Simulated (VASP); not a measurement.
Set up this calculation in VASP 6.6.1, as the native input.

| Quantity | Value |
| --- | --- |
| Task | relaxation of cell and atoms |
| Functional | PBE |
| Potentials or basis | VASP PAW PBE potentials, release 64 (Tl_d, H) |
| Cutoff | 600 eV |
| k mesh | 6 × 6 × 6 |
| Occupations | gaussian, width 0.1 eV |
| Spin | no spin polarisation |
| Dipole correction | no |
| Further INCAR settings | ALGO = Normal; EDIFF = 1e-07; IBRION = 2; EDIFFG = -0.04; NSW = 90; ISIF = 3 |

The structure of Tl3H2 lies in POSCAR:

```
Tl3H2
1.0
    1.8448208072      1.0651077896      8.5516802369
   -1.8448208072      1.0651077896      8.5516802369
    0.0000000000     -2.1302155792      8.5516802369
Tl H
3 2
Direct
    0.0000000000      0.0000000000      0.0000000000
    0.2095000000      0.2095000000      0.2095000000
    0.7905000000      0.7905000000      0.7905000000
    0.4000000000      0.4000000000      0.4000000000
    0.6000000000      0.6000000000      0.6000000000
```

One way to write it, as run:

INCAR

```
ALGO = Normal
EDIFF = 1E-7
EDIFFG = -0.04
ENCUT = 600
GGA = PE
IBRION = 2
ISIF = 3
ISMEAR = 0
LASPH = True
LCHARG = False
LREAL = False
LWAVE = False
NELM = 60
NSW = 90
PREC = Accurate
SIGMA = 0.1
```

KPOINTS

```
k-points
0
Gamma
  6 6 6
```

Potentials or basis: VASP PAW PBE potentials, release 64 (Tl_d, H).

Command:

```console
$ cat potpaw_PBE.64/Tl_d/POTCAR potpaw_PBE.64/H/POTCAR > POTCAR
$ mpirun -np 1 vasp_std > vasp.out
```

Results of the run:

```json
{
 "Relaxed volume": "22.03 Å³/atom",
 "Relaxed cell": "a = 9.688 Å, b = 9.688 Å, c = 9.688 Å, α = 21.82°, β = 21.82°, γ = 21.82°",
 "Space group after relaxing (to 0.1 Å)": "R-3m (No. 166)",
 "Energy gained by relaxing": "83.9 meV/atom",
 "Ionic steps": "11",
 "Pressure after relaxing": "-0.1 GPa",
 "Largest force after relaxing": "0.030 eV/Å",
 "Band gap on the k mesh": "zero (an odd number of electrons rules out a gap without spin polarisation)"
}
```

Caveat: spin-orbit coupling is left out, which moves the levels of the heavy elements.

Run time: 27 min on 1 thread of Intel(R) Xeon(R) 6975P-C (Granite Rapids), on a shared host, peak memory 0.77 GiB.
